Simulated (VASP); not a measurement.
Write the native input for VASP 6.6.1 that does the following.

* Task: single point
* Functional: LDA
* Potentials or basis: VASP PAW LDA potentials, release 64 (V_sv)
* Cutoff: 520 eV
* k mesh: 17 × 17 × 14
* Occupations: fermi-dirac, width 0.1 eV
* Spin: no spin polarisation
* Dipole correction: no
* Further INCAR settings: ALGO = Normal; EDIFF = 1e-06; NBANDS = 20

The structure of V lies in POSCAR:

```
V
1.0
   -3.1040317289      3.1040081441      1.1738889295
    3.1040081441     -3.1040317289      1.1738889295
    1.7424501971      1.7424501971     -1.1739321251
V
2
Direct
    0.0000074908      0.9999925092      1.0000000000
    0.7499925092      0.2500074908      0.5000000000
```

The input as run:

INCAR

```
PREC     = Accurate       # precision mode
ENCUT    = 520            # plane-wave cutoff, eV
EDIFF    = 1E-6           # SCF threshold, eV
ISMEAR   = -1             # smearing method
SIGMA    = 0.1            # smearing width, eV
LREAL    = F              # projectors in reciprocal space
LASPH    = T              # aspherical terms in the spheres
NELM     = 80             # most SCF steps
ALGO     = Normal         # electronic algorithm
ISIF     = 2              # what is computed and relaxed
LWAVE    = F              # write WAVECAR
LCHARG   = T              # write CHGCAR
LELF     = T              # ELF
LVHAR    = T            
NBANDS   = 20             # bands
```

KPOINTS

```
regular mesh
0
Gamma
  17 17 14
```

Potentials or basis: VASP PAW LDA potentials, release 64 (V_sv).

The run is started by

```console
$ cat potpaw_LDA.64/V_sv/POTCAR > POTCAR
$ mpirun -np 1 vasp_std > vasp.out
```

Results of the run:

The pressure is 0.6 GPa. The band gap on the k mesh is zero (bands 13 and 14 overlap by 2.35 eV).

It took 5.6 min on 1 thread of AMD EPYC 9R45 96-Core Processor (Zen 5), on a shared host, peak memory 0.48 GiB.
